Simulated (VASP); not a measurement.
A run of VASP 6.6.1 is set up as follows.

File INCAR:

```
  PREC = Accurate
  ENCUT = 520
  EDIFF = 1E-8
  ISMEAR = -1
  SIGMA = 0.02
  LREAL = False
  LASPH = True
  NELM = 100
  ALGO = Normal
  ISIF = 2
  LWAVE = False
  LCHARG = False
  GGA = PS
  LEFG = True
  NBANDS = 16
```

The input KPOINTS:

```
Automatic mesh
0
Gamma
  13 13 13
```

Contents of POSCAR:

```
GaN
1.0
    0.0000000000      1.9991196500      1.9991196500
    1.9991196500      0.0000000000      1.9991196500
    1.9991196500      1.9991196500      0.0000000000
Ga N
1 1
Direct
    0.5000000000      0.5000000000      0.5000000000
    0.0000000000      0.0000000000      0.0000000000
```

Potentials or basis: VASP PAW PBE potentials, release 64 (Ga_d, N).

The run is started by

```bash
$ cat potpaw_PBE.64/Ga_d/POTCAR potpaw_PBE.64/N/POTCAR > POTCAR
$ mpirun -np 1 vasp_std > vasp.out
```

Task: What does it give for the pressure?

Result: 54.8 GPa.

Task: Estimate the band gap on the k mesh.

Result: 1.74 eV, indirect (least direct gap 5.07 eV).

Caveat: without QUAD_EFG the Cq values of the log hold for a quadrupole moment of 1 mb, not for the nuclei; the PAW data sets were made with another functional, which shifts forces and pressure a little. A k mesh can miss the band edges.
